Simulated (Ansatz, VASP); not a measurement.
BN: VASP beside Ansatz

```
B N
1.0
     1.81235   -1.81235    0.00000
     1.81235    0.00000   -1.81235
    10.57215    5.58801    5.58801
B N
6 6
Direct
  0.63717 0.63717 0.39580
  0.12329 0.12329 0.22913
  0.15105 0.15105 0.56247
  0.17882 0.17882 0.89580
  0.66494 0.66494 0.72913
  0.60940 0.60940 0.06247
  0.26564 0.26564 0.43747
  0.75176 0.75176 0.27080
  0.77952 0.77952 0.60413
  0.80729 0.80729 0.93747
  0.29341 0.29341 0.77080
  0.23787 0.23787 0.10413
```

Alike in both runs: task single point; functional PBE; k mesh 10 × 10 × 2; occupations gaussian, width 0.05 eV; no spin polarisation.

```csv
,VASP,Ansatz
version,VASP 6.6.1,Ansatz 0.2.0
potentials or method,"VASP PAW PBE potentials, release 64 (B, N), cutoff 520 eV","scalar-relativistic, plane waves, PAW"
valence electrons in the cell,48,48
```

Ansatz gave:

```
gap on the k mesh at the Fermi level (eV)                     : 3.91
least direct gap on the mesh (eV)                             : 5.62
pressure (GPa)                                                : -0.1
traceless stress, the component that is largest in VASP (GPa) : 6.47
rms of the force components (eV/Å)                            : 0.454
```

**Question.** What did VASP give for the same quantities?

**Answer.** gap on the k mesh at the Fermi level (eV): 3.90; least direct gap on the mesh (eV): 5.60; pressure (GPa): 0.1; traceless stress, the component that is largest in VASP (GPa): 6.47; rms of the force components (eV/Å): 0.453.

Atom by atom the forces differ by 0.001 eV/Å (rms over components).
